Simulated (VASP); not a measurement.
# TiO2 (P4_2/mnm) in VASP: further runs

TiO2 is run at these levels: r2SCAN, PBE, PBEsol; tasks: single point, relaxation of cell and atoms.

Program: VASP 6.6.1. These are calculated values, not measurements. Logs are shortened: lines on timing, memory, paths and dates and some standing lists are left out, and cuts for length are marked.

## 1. The cell of the first run

Symmetry: P4_2/mnm, No. 136, tetragonal system. The conventional cell has a = 4.597 Å, b = 4.597 Å, c = 2.954 Å, α = 90.00°, β = 90.00°, γ = 90.00°. Within 2.6 Å of Ti (site symmetry mmm) lie 6 O at 1.95 to 1.98 Å. Within 2.6 Å of O (site symmetry m2m) lie 3 Ti at 1.95 to 1.98 Å and 1 O at 2.54 Å.

## 2. Single point, r2SCAN

File POSCAR:

```
TiO2
1.0
    4.5968462420      0.0000000000      0.0000000000
    0.0000000000      4.5968462420      0.0000000000
    0.0000000000      0.0000000000      2.9535012919
Ti O
2 4
Direct
    0.0000000000      0.0000000000      0.0000000000
    0.5000000000      0.5000000000      0.5000000000
    0.3046429943      0.3046429943      0.0000000000
    0.1953570057      0.8046429943      0.5000000000
    0.6953570057      0.6953570057      0.0000000000
    0.8046429943      0.1953570057      0.5000000000
```

File INCAR.step1:

```
PREC = Accurate
ENCUT = 520
ISMEAR = -1
SIGMA = 0.02
LREAL = False
LASPH = True
NELM = 80
NBANDS = 33
GGA = PE
ALGO = Normal
EDIFF = 1E-4
LWAVE = True
LCHARG = False
```

File INCAR.step2:

```
PREC = Accurate
ENCUT = 520
EDIFF = 1E-7
ISMEAR = -1
SIGMA = 0.02
LREAL = False
LASPH = True
NELM = 80
ALGO = Normal
ISIF = 2
LWAVE = False
LCHARG = False
METAGGA = R2SCAN
LMIXTAU = True
NBANDS = 33
ISTART = 1
```

File KPOINTS:

```
regular mesh
0
Gamma
  6 6 8
```

Potentials or basis: VASP PAW PBE potentials, release 64 (Ti_sv, O).

Command:

```
> cat potpaw_PBE.64/Ti_sv/POTCAR potpaw_PBE.64/O/POTCAR > POTCAR
> cp INCAR.step1 INCAR
> mpirun -np 1 vasp_std > vasp.out
> cp INCAR.step2 INCAR
> mpirun -np 1 vasp_std > vasp.out
```

OUTCAR:

```text
PREC = Accurate
   ENCUT = 520
   EDIFF = 1E-7
   ISMEAR = -1
   LREAL = False
   LASPH = True
   NELM = 80
   ISIF = 2
   METAGGA = R2SCAN
   ISTART = 1

 ion  position               nearest neighbor table
   1  0.000  0.000  0.000-   4 1.95   6 1.95   4 1.95   6 1.95   5 1.98   3 1.98
   2  0.500  0.500  0.500-   3 1.95   3 1.95   5 1.95   5 1.95   4 1.98   6 1.98
   3  0.305  0.305  0.000-   2 1.95   2 1.95   1 1.98
   4  0.195  0.805  0.500-   1 1.95   1 1.95   2 1.98
   5  0.695  0.695  0.000-   2 1.95   2 1.95   1 1.98
   6  0.805  0.195  0.500-   1 1.95   1 1.95   2 1.98

  LATTYP: Found a simple tetragonal cell.
 ALAT       =     4.5968462420
 C/A-ratio  =     0.6425060001

  Lattice vectors:

 A1 = (   4.5968462420,   0.0000000000,   0.0000000000)
 A2 = (   0.0000000000,   4.5968462420,   0.0000000000)
 A3 = (   0.0000000000,   0.0000000000,   2.9535012919)

Analysis of symmetry for initial positions (statically):
=====================================================================
 Subroutine PRICEL returns:
 Original cell was already a primitive cell.

 Routine SETGRP: Setting up the symmetry group for a
 simple tetragonal supercell.

 Subroutine GETGRP returns: Found 16 space group operations
 (whereof  8 operations were pure point group operations)
 out of a pool of 16 trial point group operations.

The static configuration has the point symmetry D_2h.
 The point group associated with its full space group is D_4h.

Analysis of symmetry for dynamics (positions and initial velocities):
=====================================================================
 Subroutine PRICEL returns:
 Original cell was already a primitive cell.

 Routine SETGRP: Setting up the symmetry group for a
 simple tetragonal supercell.

 Subroutine GETGRP returns: Found 16 space group operations
 (whereof  8 operations were pure point group operations)
 out of a pool of 16 trial point group operations.

The dynamic configuration has the point symmetry D_2h.
 The point group associated with its full space group is D_4h.

 Subroutine INISYM returns: Found 16 space group operations
 (whereof  8 operations are pure point group operations),
 and found     1 'primitive' translations

----------------------------------------------------------------------------------------

[... 100 lines left out ...]
   EDIFF  = 0.1E-06   stopping-criterion for ELM
   LREAL  =      F    real-space projection
   EDIFFG = 0.1E-05   stopping-criterion for IOM
   NSW    =      0    number of steps for IOM
   IBRION =     -1    ionic relax: 0-MD 1-quasi-New 2-CG
   NFREE  =      0    steps in history (QN), initial steepest desc. (CG)
   ISIF   =      2    stress and relaxation
   ISYM   =      2    0-nonsym 1-usesym 2-fastsym
   POTIM  = 0.5000    time-step for ionic-motion
   TEBEG  =    0.0;   TEEND  =   0.0 temperature during run
   PSTRESS=    0.0 pullay stress
   NELECT =      48.0000    total number of electrons
   NUPDOWN=      -1.0000    fix difference up-down
   EMIN   =  10.00;   EMAX   =-10.00  energy-range for DOS
   EFERMI =   0.00;   METHOD = LEGACY
   ISMEAR =    -1;   SIGMA  =   0.02  broadening in eV -4-tet -1-fermi 0-gaus
   EFERMI_NEDOS =   21; number of points for ismear=-14 and -15
   IALGO  =     38    algorithm
   IMIX   =      4    mixing-type and parameters
     AMIX     =   0.40;   BMIX     =  1.00
     AMIX_MAG =   1.60;   BMIX_MAG =  1.00
  volume/ion in A,a.u.               =      10.40        70.19
  Fermi-wavevector in a.u.,A,eV,Ry     =   1.499925  2.834447 30.610046  2.249775
  Thomas-Fermi vector in A             =   2.611492
   LORBIT       =      0    0 simple, 1 ext, 2 COOP (PROOUT), +10 PAW based schemes
   METAGGA = R2SCAN    functional components
   LHFCALC =     F    Hartree Fock is set to
   AEXX    =    0.0000 exact exchange contribution
   IVDW    =     0    specifies the selected vdW correction
   LEPSILON=     F    determine dielectric tensor
   LRPA    =     F    only Hartree local field effects (RPA)
 non-spin polarized calculation
  energy-cutoff  :      520.00
  volume of cell :       62.41
 maximum number of plane-waves:      1698
 NGX is ok and might be reduce to    36
   NGX = 17   NGY = 17   NGZ = 11

 number of electron      48.0000021 magnetization

 Free energy of the ion-electron system (eV)
  ---------------------------------------------------
  ext. energy  EPLUGINS =         0.00000000
  ---------------------------------------------------
  free energy    TOTEN  =       -69.79416485 eV

  energy without entropy =      -69.79416485  energy(sigma->0) =      -69.79416485

 E-fermi :   4.9170     XC(G=0): -12.1568

 val. band max:        4.5434760724   @ k =   0.0000   0.0000   0.0000
 cond. band min:       6.7732906725   @ k =   0.0000   0.0000   0.0000
 fundamental gap:      2.2298146002
 Fermi energy:         4.9170257122

 k-point     1 :       0.0000    0.0000    0.0000
  band No.  band energies     occupation
      1     -54.5981      2.00000
      2     -54.5802      2.00000
      3     -29.8649      2.00000
      4     -29.8649      2.00000
      5     -29.6864      2.00000
      6     -29.6864      2.00000
[... 853 lines left out ...]
     32      10.0048      0.00000
     33      11.5568      0.00000

 [... further k-points ...]

------------------------ aborting loop because EDIFF is reached ----------------------------------------

  FORCE on cell =-STRESS in cart. coord.  units (eV):
  Direction    XX          YY          ZZ          XY          YZ          ZX
  --------------------------------------------------------------------------------------
  -------------------------------------------------------------------------------------
  Total        0.4027170      0.4027170      0.6862805      0.0000000      0.0000000      0.0000000
  in kB       10.3384024     10.3384024     17.6179394      0.0000000      0.0000000      0.0000000
  external PRESSURE =      12.7649147 kB  Pullay stress =       0.0000000 kB

 VOLUME and BASIS-vectors are now :
 -----------------------------------------------------------------------------
  energy-cutoff  :      520.00
  volume of cell :       62.41
      direct lattice vectors                 reciprocal lattice vectors
     4.596846242  0.000000000  0.000000000     0.217540450  0.000000000  0.000000000
     0.000000000  4.596846242  0.000000000     0.000000000  0.217540450  0.000000000
     0.000000000  0.000000000  2.953501292     0.000000000  0.000000000  0.338581196

 POSITION                                       TOTAL-FORCE (eV/Angst)
 -----------------------------------------------------------------------------------
      0.00000      0.00000      0.00000         0.000000      0.000000     -0.000000
      2.29842      2.29842      1.47675         0.000000      0.000000     -0.000000
      1.40040      1.40040      0.00000        -0.026925     -0.026925      0.000000
      0.89803      3.69882      1.47675         0.026925     -0.026925     -0.000000
      3.19645      3.19645      0.00000         0.026925      0.026925     -0.000000
      3.69882      0.89803      1.47675        -0.026925      0.026925     -0.000000
 -----------------------------------------------------------------------------------
    total drift:                                0.000000      0.000000      0.000000

  FREE ENERGIE OF THE ION-ELECTRON SYSTEM (eV)
  ---------------------------------------------------
  free  energy   TOTEN  =       -69.7941648475 eV

  energy  without entropy=      -69.7941648475  energy(sigma->0) =      -69.79416485
```

OUTCAR.step1:

```text
PREC = Accurate
   ENCUT = 520
   ISMEAR = -1
   LREAL = False
   LASPH = True
   NELM = 80
[... 1102 lines left out ...]
      0.89803      3.69882      1.47675         0.058036     -0.058036      0.000000
      3.19645      3.19645      0.00000         0.058036      0.058036      0.000000
      3.69882      0.89803      1.47675        -0.058036      0.058036      0.000000
 -----------------------------------------------------------------------------------
    total drift:                                0.000000      0.000000      0.000000

  FREE ENERGIE OF THE ION-ELECTRON SYSTEM (eV)
  ---------------------------------------------------
  free  energy   TOTEN  =       -53.6448234820 eV

  energy  without entropy=      -53.6448234820  energy(sigma->0) =      -53.64482348
```

OSZICAR.step1:

```text
N       E                     dE             d eps       ncg     rms          rms(c)
DAV:   1     0.649599571056E+03    0.64960E+03   -0.24320E+04  3300   0.171E+03
DAV:   2     0.256167753324E+02   -0.62398E+03   -0.57765E+03  3588   0.511E+02
DAV:   3    -0.661558496587E+02   -0.91773E+02   -0.89912E+02  4467   0.189E+02
DAV:   4    -0.709329369280E+02   -0.47771E+01   -0.47660E+01  4765   0.408E+01
DAV:   5    -0.711152353321E+02   -0.18230E+00   -0.18228E+00  4434   0.644E+00    0.315E+01
DAV:   6    -0.539607652372E+02    0.17154E+02   -0.74746E+01  4340   0.886E+01    0.110E+01
DAV:   7    -0.539138555366E+02    0.46910E-01   -0.13274E+01  4103   0.328E+01    0.922E+00
DAV:   8    -0.537974319171E+02    0.11642E+00   -0.49643E-01  4111   0.524E+00    0.738E+00
DAV:   9    -0.538126591601E+02   -0.15227E-01   -0.13601E+00  4289   0.137E+01    0.366E+00
DAV:  10    -0.536540858440E+02    0.15857E+00   -0.69460E-01  4122   0.828E+00    0.898E-01
DAV:  11    -0.536464162774E+02    0.76696E-02   -0.33426E-02  3970   0.141E+00    0.505E-01
DAV:  12    -0.536454464756E+02    0.96980E-03   -0.79553E-03  3704   0.845E-01    0.203E-01
DAV:  13    -0.536448231282E+02    0.62335E-03   -0.13957E-03  4346   0.350E-01    0.555E-02
DAV:  14    -0.536448234820E+02   -0.35376E-06   -0.70417E-05  2087   0.753E-02
   1 F= -.53644823E+02 E0= -.53644823E+02  d E =-.135481E-12
```

Run time: 7.1 min. Hardware: 1 thread of Intel Xeon 8259CL, shared host; peak memory 0.23 GiB.

Results:

- Free energy: -69.7942 eV
- Pressure: 1.3 GPa
- Largest force: 0.038 eV/Å
- Band gap on the k mesh: 2.23 eV

Forces in eV/Å, atoms in the order of the input:
```
Ti   0.000  0.000  0.000
Ti   0.000  0.000  0.000
O   -0.027 -0.027  0.000
O    0.027 -0.027  0.000
O    0.027  0.027  0.000
O   -0.027  0.027  0.000
```

Caveat: the PAW data sets were made with another functional, which shifts forces and pressure a little. A k mesh can miss the band edges.

[end of part 1 of 2]
